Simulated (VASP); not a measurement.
LiH, 2 atoms in the cell. It takes space group Fm-3m (No. 225, cubic). The conventional cell has a = 4.006 Å, b = 4.006 Å, c = 4.006 Å, α = 90.00°, β = 90.00°, γ = 90.00°. Li (site symmetry m-3m) has 6 H at 2.00 Å within 2.7 Å. H (site symmetry m-3m) has 6 Li at 2.00 Å within 2.7 Å. 

```yaml
Program: VASP 6.6.1
Task: single point
Functional: r2SCAN
Potentials_or_basis: VASP PAW PBE potentials, release 64 (Li_sv, H)
Cutoff: 520 eV
k_mesh: 10 × 10 × 10
Occupations: gaussian, width 0.01 eV
Spin: no spin polarisation
Dipole_correction: no
Further_INCAR_settings: ALGO = Normal; EDIFF = 1e-06; NBANDS = 9
```

Potentials or basis: VASP PAW PBE potentials, release 64 (Li_sv, H).

Run with:

```console
$ cat potpaw_PBE.64/Li_sv/POTCAR potpaw_PBE.64/H/POTCAR > POTCAR
$ cp INCAR.step1 INCAR
$ mpirun -np 1 vasp_std > vasp.out
$ cp INCAR.step2 INCAR
$ mpirun -np 1 vasp_std > vasp.out
```

Hardware: 1 thread of Intel(R) Xeon(R) Platinum 8259CL CPU @ 2.50GHz (Skylake/Cascade Lake), with other jobs on the host.

Task: How long does it take, and how much memory?

Result: It took 29 s on 1 thread of Intel(R) Xeon(R) Platinum 8259CL CPU @ 2.50GHz (Skylake/Cascade Lake) (shared host), peak memory 0.13 GiB. Counts: k points 47.
